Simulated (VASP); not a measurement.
# Ge15Mo (F-43m) in VASP: a series of runs

Ge15Mo is run at these levels: PBEsol; tasks: single point.

All numbers are computed with VASP 6.6.1; they aren't measurements. Logs are shortened: lines on timing, memory, paths and dates and some standing lists are left out, and cuts for length are marked.

### Step 1. The cell of the first run

It takes space group F-43m (No. 216, cubic). Conventional cell: a = 11.315 Å, b = 11.315 Å, c = 11.315 Å, α = 90.00°, β = 90.00°, γ = 90.00°. Mo (site symmetry -43m) has 4 Ge at 2.48 Å within 3.3 Å. Within 3.2 Å of Ge (site symmetry 2mm) lie 4 Ge at 2.44 to 2.45 Å. Within 3.2 Å of Ge (site symmetry -43m) lie 4 Ge at 2.45 Å. Within 3.2 Å of Ge (site symmetry 3m) lie 3 Ge at 2.44 Å and 1 Mo at 2.48 Å. Ge (site symmetry 3m) has 4 Ge at 2.45 Å within 3.2 Å.

### Step 2. Single point, PBEsol, collinear spin

The input, INCAR:

```
SYSTEM = Ge15Mo
  PREC = Accurate
  ENCUT = 520
  EDIFF = 1E-7
  ISMEAR = 0
  SIGMA = 0.05
  LREAL = Auto
  LASPH = .True.
  NELM = 150
  ALGO = Normal
  ISIF = 2
  LWAVE = .False.
  LCHARG = .False.
  ISPIN = 2
  MAGMOM = 2 0 0 0 0 0 0 0 0 0 0 0 0 0 0 0
  LORBIT = 11
  NUPDOWN = 2.0
  LMAXMIX = 4
  GGA = PS
  NBANDS = 130
```

The input, KPOINTS:

```
Automatic mesh
0
Gamma
  3 3 3
  0 0 0
```

The input, POSCAR:

```
Ge15Mo
1.0
    0.0000000000      5.6575400000      5.6575400000
    5.6575400000      0.0000000000      5.6575400000
    5.6575400000      5.6575400000      0.0000000000
Mo Ge
1 15
Direct
    1.0000000000      0.0000000000      0.0000000000
    0.9995146617      0.9995146617      0.5004853383
    0.9995146617      0.5004853383      0.9995146617
    0.9995146617      0.5004853383      0.5004853383
    0.5004853383      0.9995146617      0.9995146617
    0.5004853383      0.9995146617      0.5004853383
    0.5004853383      0.5004853383      0.9995146617
    0.5000000000      0.5000000000      0.5000000000
    0.1263979545      0.1263979545      0.1263979545
    0.1263979545      0.1263979545      0.6208061366
    0.1263979545      0.6208061366      0.1263979545
    0.1253009340      0.6248996887      0.6248996887
    0.6208061366      0.1263979545      0.1263979545
    0.6248996887      0.1253009340      0.6248996887
    0.6248996887      0.6248996887      0.1253009340
    0.6248996887      0.6248996887      0.6248996887
```

Potentials or basis: VASP PAW PBE potentials, release 64 (Mo_sv, Ge_d).

The run is started by

```sh
cat potpaw_PBE.64/Mo_sv/POTCAR potpaw_PBE.64/Ge_d/POTCAR > POTCAR
mpirun -np 1 vasp_std > vasp.out
```

OUTCAR:

```text
SYSTEM = Ge15Mo
   PREC = Accurate
   ENCUT = 520
   EDIFF = 1E-7
   ISMEAR = 0
   LREAL = Auto
   LASPH = .True.
   NELM = 150
   ISIF = 2
   ISPIN = 2
   LORBIT = 11
   NUPDOWN = 2.0
   GGA = PS

 ion  position               nearest neighbor table
   1  0.000  0.000  0.000-  10 2.48  11 2.48  13 2.48   9 2.48
   2  1.000  1.000  0.500-   9 2.44  10 2.44  12 2.45  14 2.45
   3  1.000  0.500  1.000-   9 2.44  11 2.44  12 2.45  15 2.45
   4  1.000  0.500  0.500-  10 2.44  11 2.44  16 2.45  12 2.45
   5  0.500  1.000  1.000-   9 2.44  13 2.44  14 2.45  15 2.45
   6  0.500  1.000  0.500-  10 2.44  13 2.44  16 2.45  14 2.45
[... 8 lines left out ...]
  15  0.625  0.625  0.125-   3 2.45   5 2.45   7 2.45   8 2.45
  16  0.625  0.625  0.625-   4 2.45   6 2.45   7 2.45   8 2.45

  LATTYP: Found a face centered cubic cell.
 ALAT       =    11.3150800000

  Lattice vectors:

 A1 = (   0.0000000000,   5.6575400000,   5.6575400000)
 A2 = (   5.6575400000,   0.0000000000,   5.6575400000)
 A3 = (   5.6575400000,   5.6575400000,   0.0000000000)

Analysis of symmetry for initial positions (statically):
=====================================================================
 Subroutine PRICEL returns:
 Original cell was already a primitive cell.

 Routine SETGRP: Setting up the symmetry group for a
 face centered cubic supercell.

 Subroutine GETGRP returns: Found 24 space group operations
 (whereof 24 operations were pure point group operations)
 out of a pool of 48 trial point group operations.

The static configuration has the point symmetry T_d .

Analysis of symmetry for dynamics (positions and initial velocities):
=====================================================================
 Subroutine PRICEL returns:
 Original cell was already a primitive cell.

 Routine SETGRP: Setting up the symmetry group for a
 face centered cubic supercell.

 Subroutine GETGRP returns: Found 24 space group operations
 (whereof 24 operations were pure point group operations)
 out of a pool of 48 trial point group operations.

The dynamic configuration has the point symmetry T_d .

Analysis of structural, dynamic, and magnetic symmetry:
=====================================================================
 Subroutine PRICEL returns:
 Original cell was already a primitive cell.

 Routine SETGRP: Setting up the symmetry group for a
 face centered cubic supercell.

 Subroutine GETGRP returns: Found 24 space group operations
 (whereof 24 operations were pure point group operations)
 out of a pool of 48 trial point group operations.

The overall configuration has the point symmetry T_d .

 Subroutine INISYM returns: Found 24 space group operations
 (whereof 24 operations are pure point group operations),
 and found     1 'primitive' translations

----------------------------------------------------------------------------------------

                                     Primitive cell

  volume of cell :     362.1704

  direct lattice vectors                    reciprocal lattice vectors
     0.000000000  5.657540000  5.657540000    -0.088377634  0.088377634  0.088377634
     5.657540000  0.000000000  5.657540000     0.088377634 -0.088377634  0.088377634
     5.657540000  5.657540000  0.000000000     0.088377634  0.088377634 -0.088377634

  length of vectors
     8.000969798  8.000969798  8.000969798     0.153074553  0.153074553  0.153074553

  position of ions in fractional coordinates (direct lattice)
     0.000000000  0.000000000  0.000000000
     0.999514662  0.999514662  0.500485338
     0.999514662  0.500485338  0.999514662
     0.999514662  0.500485338  0.500485338
     0.500485338  0.999514662  0.999514662
     0.500485338  0.999514662  0.500485338
[... 8 lines left out ...]
     0.624899689  0.624899689  0.125300934
     0.624899689  0.624899689  0.624899689

  ion indices of the primitive-cell ions
[... 45 lines left out ...]
            Coordinates               Weight
  0.000000  0.000000  0.000000      1.000000
  0.333333  0.000000  0.000000      8.000000
  0.333333  0.333333  0.000000      6.000000
 -0.333333  0.333333  0.000000     12.000000
   k-points           NKPTS =      4   k-points in BZ     NKDIM =      4   number of bands    NBANDS=    130
   number of dos      NEDOS =    301   number of ions     NIONS =     16
   total plane-waves  NPLWV = 216000
   dimension x,y,z NGX =    60 NGY =   60 NGZ =   60
   dimension x,y,z NGXF=   120 NGYF=  120 NGZF=  120
   ions per type =               1  15
   NGX,Y,Z   is equivalent  to a cutoff of  12.47, 12.47, 12.47 a.u.
   NGXF,Y,Z  is equivalent  to a cutoff of  24.93, 24.93, 24.93 a.u.
 SYSTEM =  Ge15Mo
   PREC   = accura    normal or accurate (medium, high low for compatibility)
   ISTART =      0    job   : 0-new  1-cont  2-samecut
   ICHARG =      2    charge: 1-file 2-atom 10-const
   ISPIN  =      2    spin polarized calculation?
   LNONCOLLINEAR =      F non collinear calculations
   LSORBIT =      F    spin-orbit coupling
   LASPH  =      T    aspherical Exc in radial PAW
   ENCUT  =  520.0 eV  38.22 Ry    6.18 a.u.  14.88 14.88 14.88*2*pi/ulx,y,z
   NELM   =    150;   NELMIN=  2; NELMDL= -5     # of ELM steps
   EDIFF  = 0.1E-06   stopping-criterion for ELM
   LREAL  =      T    real-space projection
   EDIFFG = 0.1E-05   stopping-criterion for IOM
   NSW    =      0    number of steps for IOM
   IBRION =     -1    ionic relax: 0-MD 1-quasi-New 2-CG
   NFREE  =      0    steps in history (QN), initial steepest desc. (CG)
   ISIF   =      2    stress and relaxation
   ISYM   =      2    0-nonsym 1-usesym 2-fastsym
   POTIM  = 0.5000    time-step for ionic-motion
   TEBEG  =    0.0;   TEEND  =   0.0 temperature during run
   PSTRESS=    0.0 pullay stress
   NELECT =     224.0000    total number of electrons
   NUPDOWN=       2.0000    fix difference up-down
   EMIN   =  10.00;   EMAX   =-10.00  energy-range for DOS
   EFERMI =   0.00;   METHOD = LEGACY
   ISMEAR =     0;   SIGMA  =   0.05  broadening in eV -4-tet -1-fermi 0-gaus
   EFERMI_NEDOS =   21; number of points for ismear=-14 and -15
   IALGO  =     38    algorithm
   IMIX   =      4    mixing-type and parameters
     AMIX     =   0.40;   BMIX     =  1.00
     AMIX_MAG =   1.60;   BMIX_MAG =  1.00
  volume/ion in A,a.u.               =      22.64       152.75
  Fermi-wavevector in a.u.,A,eV,Ry     =   1.394825  2.635838 26.470653  1.945538
  Thomas-Fermi vector in A             =   2.518337
   LORBIT       =     11    0 simple, 1 ext, 2 COOP (PROOUT), +10 PAW based schemes
   GGA     = PS    functional components
   LHFCALC =     F    Hartree Fock is set to
   AEXX    =    0.0000 exact exchange contribution
   IVDW    =     0    specifies the selected vdW correction
   LEPSILON=     F    determine dielectric tensor
   LRPA    =     F    only Hartree local field effects (RPA)
 spin polarized calculation
 Gauss-broadening in eV      SIGMA  =   0.05
  energy-cutoff  :      520.00
  volume of cell :      362.17
 maximum number of plane-waves:      9765
   NGX = 29   NGY = 29   NGZ = 29

 number of electron     224.0000123 magnetization       2.0000000

 Free energy of the ion-electron system (eV)
  ---------------------------------------------------
  ext. energy  EPLUGINS =         0.00000000
  ---------------------------------------------------
  free energy    TOTEN  =       -82.34467843 eV

  energy without entropy =      -82.34232829  energy(sigma->0) =      -82.34350336

 E-fermi :   4.5248     XC(G=0): -10.1948

 val. band max:        4.6395177180   @ k =   0.3333   0.3333   0.0000
 cond. band min:       4.5317121650   @ k =   0.0000   0.0000   0.0000
 fundamental gap:     -0.1078055530
 Fermi energy:         4.8214465920

 spin component 1

 k-point     1 :       0.0000    0.0000    0.0000
  band No.  band energies     occupation
      1     -56.1048      1.00000
      2     -30.3327      1.00000
      3     -30.3327      1.00000
      4     -30.3327      1.00000
      5     -19.8299      1.00000
      6     -19.8299      1.00000
[... 497 lines left out ...]
    123       8.0981      0.00000
    124       8.1617      0.00000
 Fermi energy:         4.5247516021

 spin component 2

 k-point     1 :       0.0000    0.0000    0.0000
  band No.  band energies     occupation
      1     -55.1706      1.00000
      2     -29.3037      1.00000
      3     -29.3037      1.00000
      4     -29.3037      1.00000
      5     -19.8288      1.00000
      6     -19.8288      1.00000
[... 497 lines left out ...]
    123       8.1191      0.00000
    124       8.1925      0.00000
 [bands above 124 left out]

------------------------ aborting loop because EDIFF is reached ----------------------------------------

  FORCE on cell =-STRESS in cart. coord.  units (eV):
  Direction    XX          YY          ZZ          XY          YZ          ZX
  --------------------------------------------------------------------------------------
  -------------------------------------------------------------------------------------
  Total        2.3063384      2.3063384      2.3063384     -0.0000000     -0.0000000     -0.0000000
  in kB       10.2028317     10.2028317     10.2028317     -0.0000000     -0.0000000     -0.0000000
  external PRESSURE =      10.2028317 kB  Pullay stress =       0.0000000 kB

 VOLUME and BASIS-vectors are now :
 -----------------------------------------------------------------------------
  energy-cutoff  :      520.00
  volume of cell :      362.17
      direct lattice vectors                 reciprocal lattice vectors
     0.000000000  5.657540000  5.657540000    -0.088377634  0.088377634  0.088377634
     5.657540000  0.000000000  5.657540000     0.088377634 -0.088377634  0.088377634
     5.657540000  5.657540000  0.000000000     0.088377634  0.088377634 -0.088377634

 POSITION                                       TOTAL-FORCE (eV/Angst)
 -----------------------------------------------------------------------------------
      0.00000      0.00000      0.00000         0.000000      0.000000      0.000000
      8.48631      8.48631     11.30959         0.000000      0.000000     -0.013879
      8.48631     11.30959      8.48631         0.000000     -0.013879      0.000000
      5.66303      8.48631      8.48631         0.013879      0.000000      0.000000
     11.30959      8.48631      8.48631        -0.013879      0.000000      0.000000
      8.48631      5.66303      8.48631         0.000000      0.013879      0.000000
[... 8 lines left out ...]
      4.24429      4.24429      7.07079         0.002172      0.002172     -0.002172
      7.07079      7.07079      7.07079        -0.002172     -0.002172     -0.002172
 -----------------------------------------------------------------------------------
    total drift:                                0.000001      0.000001      0.000001

  FREE ENERGIE OF THE ION-ELECTRON SYSTEM (eV)
  ---------------------------------------------------
  free  energy   TOTEN  =       -82.3446784272 eV

  energy  without entropy=      -82.3423282925  energy(sigma->0) =      -82.34350336

 total charge

# of ion       s       p       d       tot
------------------------------------------
    1        2.352   6.072   4.053  12.477
    2        1.128   1.253  10.025  12.407
    3        1.128   1.253  10.025  12.407
    4        1.128   1.253  10.025  12.407
    5        1.128   1.253  10.025  12.407
    6        1.128   1.253  10.025  12.407
[... 8 lines left out ...]
   15        1.121   1.266  10.024  12.411
   16        1.121   1.266  10.024  12.411
--------------------------------------------------
tot         19.275  25.111 154.444 198.830

 magnetization (x)

# of ion       s       p       d       tot
------------------------------------------
    1        0.020   0.005   1.489   1.514
    2        0.006   0.019   0.000   0.024
    3        0.006   0.019   0.000   0.024
    4        0.006   0.019   0.000   0.024
    5        0.006   0.019   0.000   0.024
    6        0.006   0.019   0.000   0.024
[... 8 lines left out ...]
   15       -0.001   0.005   0.000   0.005
   16       -0.001   0.005   0.000   0.005
--------------------------------------------------
tot          0.025   0.060   1.547   1.631
```

It took 22 min on 1 thread of Oxide Virtual Turin-like, shared host; peak memory 0.76 GiB.

What came out:

```yaml
Free_energy: -82.3447 eV
Pressure: 1.0 GPa
Largest_force: 0.261 eV/Å
Net_moment: 2.00 μB per cell
Site_moments: Mo +1.51; Ge +0.02, +0.00, -0.01, +0.01 (each value once) μB
Valence_electrons_inside_the_program's_atomic_spheres: Mo 12.48; Ge 12.41, 12.46 (each value once)
```

Forces in eV/Å, atoms in the order of the input:
```
Mo   0.000  0.000  0.000
Ge   0.000  0.000 -0.014
Ge   0.000 -0.014  0.000
Ge   0.014  0.000  0.000
Ge  -0.014  0.000  0.000
Ge   0.000  0.014  0.000
Ge   0.000  0.000  0.014
Ge   0.000  0.000  0.000
Ge  -0.151 -0.151 -0.151
Ge   0.151  0.151 -0.151
Ge   0.151 -0.151  0.151
Ge  -0.002  0.002  0.002
Ge  -0.151  0.151  0.151
Ge   0.002 -0.002  0.002
Ge   0.002  0.002 -0.002
Ge  -0.002 -0.002 -0.002
```

Caveat: the PAW data sets were made with another functional, which shifts forces and pressure a little; the total moment is fixed, so each spin has its own Fermi level.

### Step 3. Single point, PBEsol, collinear spin

The input, INCAR:

```
ALGO = Normal ; EDIFF = 1E-7
ENCUT = 520 ; GGA = PS
ISIF = 2 ; ISMEAR = 0
ISPIN = 2 ; LASPH = T
LCHARG = F ; LMAXMIX = 4
LORBIT = 11 ; LREAL = Auto
LWAVE = F ; MAGMOM = 2 0 0 0 0 0 0 0 0 0 0 0 0 0 0 0
NBANDS = 130 ; NELM = 150
PREC = Accurate ; SIGMA = 0.05
```

The input, KPOINTS:

```
k-points
0
Gamma
  3 3 3
```

POSCAR is that of step 2.

Potentials or basis: VASP PAW PBE potentials, release 64 (Mo_sv, Ge_d).

The run is started by

```sh
cat potpaw_PBE.64/Mo_sv/POTCAR potpaw_PBE.64/Ge_d/POTCAR > POTCAR
mpirun -np 1 vasp_std > vasp.out
```

Wall time 25 min (1 thread of Oxide Virtual Turin-like, shared host); peak memory 0.76 GiB.

The run converged. Its results:

```
Free energy                                           : -82.3599 eV
Pressure                                              : 0.8 GPa
Largest force                                         : 0.388 eV/Å
Net moment                                            : 1.56 μB per cell
Site moments                                          : Mo +1.26; Ge +0.01, -0.00, -0.01, +0.00 (each value once) μB
Valence electrons inside the program's atomic spheres : Mo 12.47; Ge 12.41, 12.46 (each value once)
```

Forces on the atoms (eV/Å):
```
Mo   0.000  0.000  0.000
Ge   0.000  0.000 -0.064
Ge   0.000 -0.064  0.000
Ge   0.064  0.000  0.000
Ge  -0.064  0.000  0.000
Ge   0.000  0.064  0.000
Ge   0.000  0.000  0.064
Ge   0.000  0.000  0.000
Ge  -0.224 -0.224 -0.224
Ge   0.224  0.224 -0.224
Ge   0.224 -0.224  0.224
Ge  -0.016  0.016  0.016
Ge  -0.224  0.224  0.224
Ge   0.016 -0.016  0.016
Ge   0.016  0.016 -0.016
Ge  -0.016 -0.016 -0.016
```

Levels at points of the mesh, in eV from the Fermi level:
Spin up:
| k point | band 109 | band 110 | band 111 | band 112 | band 113 | band 114 | band 115 | band 116 | band 117 | band 118 |
| --- | --- | --- | --- | --- | --- | --- | --- | --- | --- | --- |
| (0.00, 0.00, 0.00) | -0.66 | -0.66 | -0.15 | -0.15 | -0.15 | 0.38 | 0.64 | 0.64 | 0.64 | 0.87 |
Spin down:
```
           k point  band 109  band 110  band 111  band 112  band 113  band 114
(0.00, 0.00, 0.00)     -0.17     -0.17     -0.12     -0.12     -0.12      0.38
```

Caveat: the PAW data sets were made with another functional, which shifts forces and pressure a little.
